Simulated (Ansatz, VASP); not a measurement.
# One calculation of MoS2, two programs

```
Mo S
1.0
     3.22746    0.00000    0.00000
    -1.61373    2.79507    0.00000
     0.00000    0.00000    6.31247
Mo S
1 2
Cartesian
  0.0000 0.0000 3.1562
  1.6137 0.9317 4.7008
  0.0000 1.8634 1.6117
```

Alike in both runs: task single point; functional PBEsol; k mesh 5 × 5 × 2; occupations fermi-dirac, width 0.03 eV; no spin polarisation.

```csv
,VASP,Ansatz
version,VASP 6.6.1,Ansatz 0.2.0
potentials or method,"VASP PAW PBE potentials, release 64 (Mo_sv, S), cutoff 520 eV","all-electron LAPW, scalar-relativistic"
```

```tsv
	VASP	Ansatz	Ansatz less VASP
gap on the k mesh at the Fermi level (eV)	none	none	-
pressure (GPa)	-3.3	-3.3	+0.01
traceless stress, the component that is largest in VASP (GPa)	0.59	0.57	-0.020
rms of the force components (eV/Å)	0.069	0.072	+0.0030
```

VASP's potentials were made for PBE, not for PBEsol. Atom by atom the forces differ by 0.003 eV/Å (rms over components). A gap of «none» marks a metal or a gap that the smearing closes. Ansatz ran all-electron here, and VASP with PAW potentials.

The k mesh is coarse, so the values compare programs but aren't converged. Noted on Ansatz's run: the k mesh is thin for a metal, which can move the energy by tens of meV per atom.
